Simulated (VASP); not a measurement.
# WC (rocksalt type) (Fm-3m) in VASP: a series of runs

Runs on WC (rocksalt type). Level: PBE. Tasks: single point.

Program: VASP 6.6.1. These are calculated values, not measurements. Logs are shortened: lines on timing, memory, paths and dates and some standing lists are left out, and cuts for length are marked.

**1. The cell of the first run**

The structure is cubic, space group Fm-3m (No. 225). Conventional cell: a = 4.197 Å, b = 4.197 Å, c = 4.197 Å, α = 90.00°, β = 90.00°, γ = 90.00°. W (site symmetry m-3m) has 6 C at 2.10 Å within 2.8 Å. Within 2.8 Å of C (site symmetry m-3m) lie 6 W at 2.10 Å.

**2. Single point, PBE (volume scaled by 0.88)**

The input, INCAR:

```
SYSTEM = WC
ALGO = Normal
EDIFF = 1E-7
ENCUT = 520
GGA = PE
ISIF = 2
ISMEAR = -1
LASPH = .TRUE.
LCHARG = .FALSE.
LREAL = .FALSE.
LWAVE = .FALSE.
NBANDS = 16
NELM = 100
PREC = Accurate
SIGMA = 0.08
```

The input, KPOINTS:

```
k-points
0
G
  15 15 15
  0 0 0
```

The input, POSCAR:

```
WC
1.0
    0.0000000000      2.0987210755      2.0987210755
    2.0987210755      0.0000000000      2.0987210755
    2.0987210755      2.0987210755      0.0000000000
W C
1 1
Direct
    0.0000000000      0.0000000000      0.0000000000
    0.5000000000      0.5000000000      0.5000000000
```

Potentials or basis: VASP PAW PBE potentials, release 64 (W_sv, C).

Run with:

```
> cat potpaw_PBE.64/W_sv/POTCAR potpaw_PBE.64/C/POTCAR > POTCAR
> mpirun -np 1 vasp_std > vasp.out
```

OUTCAR:

```text
SYSTEM = WC
   EDIFF = 1E-7
   ENCUT = 520
   GGA = PE
   ISIF = 2
   ISMEAR = -1
   LASPH = .TRUE.
   LREAL = .FALSE.
   NELM = 100
   PREC = Accurate

 ion  position               nearest neighbor table
   1  0.000  0.000  0.000-   2 2.10   2 2.10   2 2.10   2 2.10   2 2.10   2 2.10
   2  0.500  0.500  0.500-   1 2.10   1 2.10   1 2.10   1 2.10   1 2.10   1 2.10

  LATTYP: Found a face centered cubic cell.
 ALAT       =     4.1974421510

  Lattice vectors:

 A1 = (   0.0000000000,   2.0987210755,   2.0987210755)
 A2 = (   2.0987210755,   0.0000000000,   2.0987210755)
 A3 = (   2.0987210755,   2.0987210755,   0.0000000000)

Analysis of symmetry for initial positions (statically):
=====================================================================
 Subroutine PRICEL returns:
 Original cell was already a primitive cell.

 Routine SETGRP: Setting up the symmetry group for a
 face centered cubic supercell.

 Subroutine GETGRP returns: Found 48 space group operations
 (whereof 48 operations were pure point group operations)
 out of a pool of 48 trial point group operations.

The static configuration has the point symmetry O_h .

Analysis of symmetry for dynamics (positions and initial velocities):
=====================================================================
 Subroutine PRICEL returns:
 Original cell was already a primitive cell.

 Routine SETGRP: Setting up the symmetry group for a
 face centered cubic supercell.

 Subroutine GETGRP returns: Found 48 space group operations
 (whereof 48 operations were pure point group operations)
 out of a pool of 48 trial point group operations.

The dynamic configuration has the point symmetry O_h .

 Subroutine INISYM returns: Found 48 space group operations
 (whereof 48 operations are pure point group operations),
 and found     1 'primitive' translations

----------------------------------------------------------------------------------------

                                     Primitive cell

  volume of cell :      18.4882

  direct lattice vectors                    reciprocal lattice vectors
     0.000000000  2.098721075  2.098721075    -0.238240329  0.238240329  0.238240329
     2.098721075  0.000000000  2.098721075     0.238240329 -0.238240329  0.238240329
     2.098721075  2.098721075  0.000000000     0.238240329  0.238240329 -0.238240329

  length of vectors
     2.968039809  2.968039809  2.968039809     0.412644355  0.412644355  0.412644355

  position of ions in fractional coordinates (direct lattice)
     0.000000000  0.000000000  0.000000000
     0.500000000  0.500000000  0.500000000

  ion indices of the primitive-cell ions
   primitive index   ion index
                 1           1
                 2           2

----------------------------------------------------------------------------------------

 KPOINTS: k-points

Automatic generation of k-mesh.
 Grid dimensions read from file:
 generate k-points for:   15   15   15

 Generating k-lattice:

  Cartesian coordinates                     Fractional coordinates (reciprocal lattice)
    -0.015882689  0.015882689  0.015882689     0.066666667  0.000000000  0.000000000
     0.015882689 -0.015882689  0.015882689     0.000000000  0.066666667  0.000000000
     0.015882689  0.015882689 -0.015882689     0.000000000  0.000000000  0.066666667

  Length of vectors
     0.027509624  0.027509624  0.027509624

  Shift w.r.t. Gamma in fractional coordinates (k-lattice)
     0.000000000  0.000000000  0.000000000

 Subroutine IBZKPT returns following result:
 ===========================================

 Found    120 irreducible k-points:

 Following reciprocal coordinates:
            Coordinates               Weight
  0.000000  0.000000  0.000000      1.000000
  0.066667  0.000000  0.000000      8.000000
  0.133333  0.000000  0.000000      8.000000
  0.200000  0.000000  0.000000      8.000000
  0.266667  0.000000  0.000000      8.000000
  0.333333  0.000000  0.000000      8.000000
[... 16 lines left out ...]
  0.133333  0.133333  0.000000      6.000000
  0.200000  0.133333  0.000000     24.000000
 [... further k-points ...]
   k-points           NKPTS =    120   k-points in BZ     NKDIM =    120   number of bands    NBANDS=     16
   number of dos      NEDOS =    301   number of ions     NIONS =      2
   total plane-waves  NPLWV =  13824
   dimension x,y,z NGX =    24 NGY =   24 NGZ =   24
   dimension x,y,z NGXF=    48 NGYF=   48 NGZF=   48
   ions per type =               1   1
   NGX,Y,Z   is equivalent  to a cutoff of  13.44, 13.44, 13.44 a.u.
   NGXF,Y,Z  is equivalent  to a cutoff of  26.89, 26.89, 26.89 a.u.
 SYSTEM =  WC
   PREC   = accura    normal or accurate (medium, high low for compatibility)
   ISTART =      0    job   : 0-new  1-cont  2-samecut
   ICHARG =      2    charge: 1-file 2-atom 10-const
   ISPIN  =      1    spin polarized calculation?
   LNONCOLLINEAR =      F non collinear calculations
   LSORBIT =      F    spin-orbit coupling
   LASPH  =      T    aspherical Exc in radial PAW
   ENCUT  =  520.0 eV  38.22 Ry    6.18 a.u.   5.52  5.52  5.52*2*pi/ulx,y,z
   NELM   =    100;   NELMIN=  2; NELMDL= -5     # of ELM steps
   EDIFF  = 0.1E-06   stopping-criterion for ELM
   LREAL  =      F    real-space projection
   EDIFFG = 0.1E-05   stopping-criterion for IOM
   NSW    =      0    number of steps for IOM
   IBRION =     -1    ionic relax: 0-MD 1-quasi-New 2-CG
   NFREE  =      0    steps in history (QN), initial steepest desc. (CG)
   ISIF   =      2    stress and relaxation
   ISYM   =      2    0-nonsym 1-usesym 2-fastsym
   POTIM  = 0.5000    time-step for ionic-motion
   TEBEG  =    0.0;   TEEND  =   0.0 temperature during run
   PSTRESS=    0.0 pullay stress
   NELECT =      18.0000    total number of electrons
   NUPDOWN=      -1.0000    fix difference up-down
   EMIN   =  10.00;   EMAX   =-10.00  energy-range for DOS
   EFERMI =   0.00;   METHOD = LEGACY
   ISMEAR =    -1;   SIGMA  =   0.08  broadening in eV -4-tet -1-fermi 0-gaus
   EFERMI_NEDOS =   21; number of points for ismear=-14 and -15
   IALGO  =     38    algorithm
   IMIX   =      4    mixing-type and parameters
     AMIX     =   0.40;   BMIX     =  1.00
     AMIX_MAG =   1.60;   BMIX_MAG =  1.00
  volume/ion in A,a.u.               =       9.24        62.38
  Fermi-wavevector in a.u.,A,eV,Ry     =   1.622561  3.066195 35.820100  2.632703
  Thomas-Fermi vector in A             =   2.716154
   LORBIT       =      0    0 simple, 1 ext, 2 COOP (PROOUT), +10 PAW based schemes
   GGA     = PE    functional components
   LHFCALC =     F    Hartree Fock is set to
   AEXX    =    0.0000 exact exchange contribution
   IVDW    =     0    specifies the selected vdW correction
   LEPSILON=     F    determine dielectric tensor
   LRPA    =     F    only Hartree local field effects (RPA)
 non-spin polarized calculation
  energy-cutoff  :      520.00
  volume of cell :       18.49
 maximum number of plane-waves:       531
 NGX is ok and might be reduce to    24
   NGX = 11   NGY = 11   NGZ = 11

 number of electron      18.0000001 magnetization

 Free energy of the ion-electron system (eV)
  ---------------------------------------------------
  ext. energy  EPLUGINS =         0.00000000
  ---------------------------------------------------
  free energy    TOTEN  =       -21.11418284 eV

  energy without entropy =      -21.09676614  energy(sigma->0) =      -21.10547449

 E-fermi :  14.4891     XC(G=0): -14.4629

 val. band max:       14.4808853586   @ k =  -0.4000   0.2667   0.1333
 cond. band min:      14.4946854316   @ k =  -0.2667   0.4000   0.1333
 fundamental gap:      0.0138000730
 Fermi energy:        14.4890958008

 k-point     1 :       0.0000    0.0000    0.0000
  band No.  band energies     occupation
      1     -60.8516      2.00000
      2     -24.8203      2.00000
      3     -24.8203      2.00000
      4     -24.8203      2.00000
      5      -2.4716      2.00000
      6      11.2335      2.00000
[... 8 lines left out ...]
     15      24.0068      0.00000
     16      40.2366      0.00000

 k-point     2 :       0.0667    0.0000    0.0000
  band No.  band energies     occupation
      1     -60.8486      2.00000
      2     -24.8646      2.00000
      3     -24.8247      2.00000
      4     -24.8247      2.00000
      5      -2.3211      2.00000
      6      10.7251      2.00000
[... 8 lines left out ...]
     15      24.3647      0.00000
     16      38.6561      0.00000

 k-point     3 :       0.1333    0.0000    0.0000
  band No.  band energies     occupation
      1     -60.8399      2.00000
      2     -24.9884      2.00000
      3     -24.8371      2.00000
      4     -24.8370      2.00000
      5      -1.8843      2.00000
      6       9.6691      2.00000
[... 8 lines left out ...]
     15      25.3502      0.00000
     16      36.1556      0.00000

 k-point     4 :       0.2000    0.0000    0.0000
  band No.  band energies     occupation
      1     -60.8272      2.00000
      2     -25.1665      2.00000
      3     -24.8552      2.00000
      4     -24.8552      2.00000
      5      -1.2031      2.00000
      6       8.4639      2.00000
[... 8 lines left out ...]
     15      26.6726      0.00000
     16      34.1072      0.00000
[... 324 lines left out ...]
 k-point    22 :      -0.0667    0.0667    0.0000
  band No.  band energies     occupation
      1     -60.8437      2.00000
      2     -24.9251      2.00000
      3     -24.8502      2.00000
      4     -24.8236      2.00000
      5      -2.0767      2.00000
      6      10.3102      2.00000
[... 8 lines left out ...]
     15      24.9312      0.00000
     16      36.8158      0.00000

 k-point    23 :       0.1333    0.1333    0.0000
  band No.  band energies     occupation
      1     -60.8361      2.00000
      2     -24.9760      2.00000
      3     -24.8766      2.00000
      4     -24.8766      2.00000
      5      -1.7177      2.00000
      6       8.8782      2.00000
[... 8 lines left out ...]
     15      25.7918      0.00000
     16      35.9036      0.00000

 k-point    24 :       0.2000    0.1333    0.0000
  band No.  band energies     occupation
      1     -60.8266      2.00000
      2     -25.0915      2.00000
      3     -24.9042      2.00000
      4     -24.8937      2.00000
      5      -1.2545      2.00000
      6       7.9550      2.00000
[... 8 lines left out ...]
     15      26.8287      0.00000
     16      33.8929      0.00000

 [... further k-points ...]
[... 5 lines left out ...]
  --------------------------------------------------------------------------------------
  -------------------------------------------------------------------------------------
  Total        7.2772120      7.2772120      7.2772120     -0.0000000     -0.0000000     -0.0000000
  in kB      630.6398990    630.6398990    630.6398990     -0.0000000     -0.0000000     -0.0000000
  external PRESSURE =     630.6398990 kB  Pullay stress =       0.0000000 kB

 VOLUME and BASIS-vectors are now :
 -----------------------------------------------------------------------------
  energy-cutoff  :      520.00
  volume of cell :       18.49
      direct lattice vectors                 reciprocal lattice vectors
     0.000000000  2.098721075  2.098721075    -0.238240329  0.238240329  0.238240329
     2.098721075  0.000000000  2.098721075     0.238240329 -0.238240329  0.238240329
     2.098721075  2.098721075  0.000000000     0.238240329  0.238240329 -0.238240329

 POSITION                                       TOTAL-FORCE (eV/Angst)
 -----------------------------------------------------------------------------------
      0.00000      0.00000      0.00000         0.000000      0.000000      0.000000
      2.09872      2.09872      2.09872        -0.000000     -0.000000      0.000000
 -----------------------------------------------------------------------------------
    total drift:                                0.000000     -0.000000     -0.000000

  FREE ENERGIE OF THE ION-ELECTRON SYSTEM (eV)
  ---------------------------------------------------
  free  energy   TOTEN  =       -21.1141828374 eV

  energy  without entropy=      -21.0967661370  energy(sigma->0) =      -21.10547449
```

Run time: 15 s. Hardware: 1 thread of Intel Xeon Platinum 8488C (Sapphire Rapids), shared host; peak memory 0.16 GiB.

Results:

- Free energy: -21.1142 eV
- Pressure: 63.1 GPa
- Band gap on the k mesh: zero (band 9 reaches 15.78 eV, above the bottom of band 10 at 12.10 eV)

Levels at points of the mesh, in eV from the Fermi level:
```tsv
k point	band 6	band 7	band 8	band 9	band 10	band 11	band 12	band 13
(0.00, 0.00, 0.00)	-3.26	-3.26	-3.26	-1.32	-1.32	-1.32	-1.07	-1.07
```

Caveat: spin-orbit coupling is left out, which moves the levels of the heavy elements.

[end of part 1 of 2]
